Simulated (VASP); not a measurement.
# Ni (Im-3m) in VASP: a series of runs, part 2 of 2

VASP 6.6.1. Earlier steps stand in the parts before.

### 3 Single point, PBE, non-collinear spin, typed start, spin-orbit coupling

Input file INCAR:

```
SYSTEM = Ni
PREC = Accurate ; ENCUT = 520
EDIFF = 1E-6 ; ISMEAR = -1
SIGMA = 0.05 ; LREAL = .False.
LASPH = .True. ; NELM = 150
ALGO = Normal ; ISIF = 2
LWAVE = .False. ; LCHARG = .False.
LNONCOLLINEAR = .True. ; MAGMOM = 0 0 0.582 0 0 0.582
LORBIT = 11 ; LSORBIT = .True.
GGA_COMPAT = .False. ; LORBMOM = .True.
LMAXMIX = 4 ; GGA = PE
NBANDS = 32
```

Input file KPOINTS:

```
Automatic mesh
0
Gamma
  11 11 11
  0 0 0
```

Input file POSCAR:

```
Ni
1.0
    2.7926049959      0.0000000000      0.0000000000
    0.0000000000      2.7926049959      0.0000000000
    0.0000000000      0.0000000000      2.7926049959
Ni
2
Direct
    0.0000000000      0.0000000000      0.0000000000
    0.5000000000      0.5000000000      0.5000000000
```

Potentials or basis: VASP PAW PBE potentials, release 64 (Ni).

Run with:

```
cat potpaw_PBE.64/Ni/POTCAR > POTCAR
mpirun -np 1 vasp_ncl > vasp.out
```

OUTCAR:

```text
SYSTEM = Ni
   PREC = Accurate
   ENCUT = 520
   EDIFF = 1E-6
   ISMEAR = -1
   LREAL = .False.
   LASPH = .True.
   NELM = 150
   ISIF = 2
   LNONCOLLINEAR = .True.
   LORBIT = 11
   LSORBIT = .True.
   GGA = PE

 ion  position               nearest neighbor table
   1  0.000  0.000  0.000-   2 2.42   2 2.42   2 2.42   2 2.42   2 2.42   2 2.42   2 2.42   2 2.42

   2  0.500  0.500  0.500-   1 2.42   1 2.42   1 2.42   1 2.42   1 2.42   1 2.42   1 2.42   1 2.42

  LATTYP: Found a simple cubic cell.
 ALAT       =     2.7926049959

  Lattice vectors:

 A1 = (   2.7926049959,   0.0000000000,   0.0000000000)
 A2 = (   0.0000000000,   2.7926049959,   0.0000000000)
 A3 = (   0.0000000000,   0.0000000000,   2.7926049959)

Analysis of symmetry for initial positions (statically):
=====================================================================
 Subroutine PRICEL returns following result:

  LATTYP: Found a body centered cubic cell.
 ALAT       =     2.7926049959
[... 12 lines left out ...]
 Subroutine GETGRP returns: Found 48 space group operations
 (whereof 48 operations were pure point group operations)
 out of a pool of 48 trial point group operations.

The static configuration has the point symmetry O_h .

Analysis of symmetry for dynamics (positions and initial velocities):
=====================================================================
 Subroutine PRICEL returns following result:

  LATTYP: Found a body centered cubic cell.
 ALAT       =     2.7926049959
[... 12 lines left out ...]
 Subroutine GETGRP returns: Found 48 space group operations
 (whereof 48 operations were pure point group operations)
 out of a pool of 48 trial point group operations.

The dynamic configuration has the point symmetry O_h .

Analysis of structural, dynamic, and magnetic symmetry:
=====================================================================
 Subroutine PRICEL returns following result:

  LATTYP: Found a body centered cubic cell.
 ALAT       =     2.7926049959
[... 12 lines left out ...]
 Subroutine GETGRP returns: Found  8 space group operations
 (whereof  8 operations were pure point group operations)
 out of a pool of 48 trial point group operations.

The overall configuration has the point symmetry C_4h.

 Subroutine INISYM returns: Found  8 space group operations
 (whereof  8 operations are pure point group operations),
 and found     2 'primitive' translations

----------------------------------------------------------------------------------------

                                     Primitive cell

  volume of cell :      10.8893

  direct lattice vectors                    reciprocal lattice vectors
     1.396302498  1.396302498 -1.396302498     0.358088595  0.358088595  0.000000000
    -1.396302498  1.396302498  1.396302498    -0.000000000  0.358088595  0.358088595
     1.396302498 -1.396302498  1.396302498     0.358088595  0.000000000  0.358088595

  length of vectors
     2.418466869  2.418466869  2.418466869     0.506413748  0.506413748  0.506413748

  position of ions in fractional coordinates (direct lattice)
     0.000000000  0.000000000  0.000000000

  ion indices of the primitive-cell ions
   primitive index   ion index
                 1           1

----------------------------------------------------------------------------------------

[... 974 lines left out ...]
  -------------------------------------------------------------------------------------
  Total        0.2385531      0.2385531      0.2383908      0.0000002     -0.0000000      0.0000000
  in kB       17.5495923     17.5495923     17.5376581      0.0000151     -0.0000000      0.0000000
  external PRESSURE =      17.5456142 kB  Pullay stress =       0.0000000 kB

 VOLUME and BASIS-vectors are now :
 -----------------------------------------------------------------------------
  energy-cutoff  :      520.00
  volume of cell :       21.78
      direct lattice vectors                 reciprocal lattice vectors
     2.792604996  0.000000000  0.000000000     0.358088595  0.000000000  0.000000000
     0.000000000  2.792604996  0.000000000     0.000000000  0.358088595  0.000000000
     0.000000000  0.000000000  2.792604996     0.000000000  0.000000000  0.358088595

 POSITION                                       TOTAL-FORCE (eV/Angst)
 -----------------------------------------------------------------------------------
      0.00000      0.00000      0.00000        -0.000000      0.000000      0.000000
      1.39630      1.39630      1.39630         0.000000     -0.000000     -0.000000
 -----------------------------------------------------------------------------------
    total drift:                                0.000000     -0.000000     -0.000000

  FREE ENERGIE OF THE ION-ELECTRON SYSTEM (eV)
  ---------------------------------------------------
  free  energy   TOTEN  =       -10.7828888920 eV

  energy  without entropy=      -10.7560700785  energy(sigma->0) =      -10.76947949

 orbital moment (x)

 # of ion     p       d       tot
 ----------------------------------------
  1         0.000  -0.000  -0.000
  2         0.000   0.000   0.000
 ----------------------------------------
            0.000  -0.000  -0.000

 orbital moment (y)

 # of ion     p       d       tot
 ----------------------------------------
  1         0.000  -0.000  -0.000
  2         0.000  -0.000  -0.000
 ----------------------------------------
            0.000  -0.000  -0.000

 orbital moment (z)

 # of ion     p       d       tot
 ----------------------------------------
  1         0.000   0.045   0.046
  2         0.000   0.045   0.046
 ----------------------------------------
            0.001   0.090   0.091

 Spin-Orbit-Coupling matrix elements

 Ion:    1  E_soc:     -0.0197009
 l=   1
     0.0000000    -0.0004050    -0.0004052
    -0.0004050     0.0000000    -0.0004050
    -0.0004052    -0.0004050     0.0000000
 l=   2
     0.0000000    -0.0005000     0.0000000    -0.0005000    -0.0024941
    -0.0005000     0.0000000    -0.0017614    -0.0004484    -0.0005850
     0.0000000    -0.0017614     0.0000000    -0.0017614     0.0000000
    -0.0005000    -0.0004484    -0.0017614     0.0000000    -0.0005850
    -0.0024941    -0.0005850     0.0000000    -0.0005850     0.0000000
 l=   3
     0.0000000     0.0000000     0.0000000     0.0000000     0.0000000     0.0000000     0.0000000
     0.0000000     0.0000000     0.0000000     0.0000000     0.0000000     0.0000000     0.0000000
     0.0000000     0.0000000     0.0000000     0.0000000     0.0000000     0.0000000     0.0000000
     0.0000000     0.0000000     0.0000000     0.0000000     0.0000000     0.0000000     0.0000000
     0.0000000     0.0000000     0.0000000     0.0000000     0.0000000     0.0000000     0.0000000
     0.0000000     0.0000000     0.0000000     0.0000000     0.0000000     0.0000000     0.0000000
     0.0000000     0.0000000     0.0000000     0.0000000     0.0000000     0.0000000     0.0000000

 Ion:    2  E_soc:     -0.0197009
 l=   1
     0.0000000    -0.0004050    -0.0004052
    -0.0004050     0.0000000    -0.0004050
    -0.0004052    -0.0004050     0.0000000
 l=   2
     0.0000000    -0.0005000     0.0000000    -0.0005000    -0.0024941
    -0.0005000     0.0000000    -0.0017614    -0.0004484    -0.0005850
     0.0000000    -0.0017614     0.0000000    -0.0017614     0.0000000
    -0.0005000    -0.0004484    -0.0017614     0.0000000    -0.0005850
    -0.0024941    -0.0005850     0.0000000    -0.0005850     0.0000000
 l=   3
     0.0000000     0.0000000     0.0000000     0.0000000     0.0000000     0.0000000     0.0000000
     0.0000000     0.0000000     0.0000000     0.0000000     0.0000000     0.0000000     0.0000000
     0.0000000     0.0000000     0.0000000     0.0000000     0.0000000     0.0000000     0.0000000
     0.0000000     0.0000000     0.0000000     0.0000000     0.0000000     0.0000000     0.0000000
     0.0000000     0.0000000     0.0000000     0.0000000     0.0000000     0.0000000     0.0000000
     0.0000000     0.0000000     0.0000000     0.0000000     0.0000000     0.0000000     0.0000000
     0.0000000     0.0000000     0.0000000     0.0000000     0.0000000     0.0000000     0.0000000

 total charge

# of ion       s       p       d       tot
------------------------------------------
    1        0.492   0.490   8.331   9.312
    2        0.492   0.490   8.331   9.312
--------------------------------------------------
tot          0.983   0.979  16.662  18.624

 magnetization (x)

# of ion       s       p       d       tot
------------------------------------------
    1        0.000  -0.000   0.000   0.000
    2        0.000  -0.000   0.000   0.000
--------------------------------------------------
tot          0.000  -0.000   0.000   0.000

 magnetization (y)

# of ion       s       p       d       tot
------------------------------------------
    1       -0.000   0.000   0.000   0.000
    2       -0.000   0.000   0.000  -0.000
--------------------------------------------------
tot         -0.000   0.000   0.000   0.000

 magnetization (z)

# of ion       s       p       d       tot
------------------------------------------
    1       -0.003  -0.015   0.589   0.571
    2       -0.003  -0.015   0.589   0.571
--------------------------------------------------
tot         -0.006  -0.029   1.178   1.142
```

stdout:

```text
POSCAR found type information on POSCAR Ni
 POSCAR found :  1 types and       2 ions
 scaLAPACK will be used
 LDA part: xc-table for (Slater+PW92), standard interpolation
 POSCAR, INCAR and KPOINTS ok, starting setup
 FFT: planning ... GRIDC
 FFT: planning ... GRID_SOFT
 FFT: planning ... GRID
 WAVECAR not read
 entering main loop
```

Wall time 12 min (1 thread of AMD EPYC 7R13, shared host); peak memory 0.33 GiB.

What came out:

| Property | Result |
| --- | --- |
| Free energy | -10.7829 eV |
| Pressure | 1.8 GPa |
| Net moment | 1.13 μB per cell |
| Valence electrons inside the program's atomic spheres | Ni 9.31 |

Moments on the atoms (μB; x, y, z):
```
Ni  0.00 0.00 0.57
Ni  0.00 0.00 0.57
```
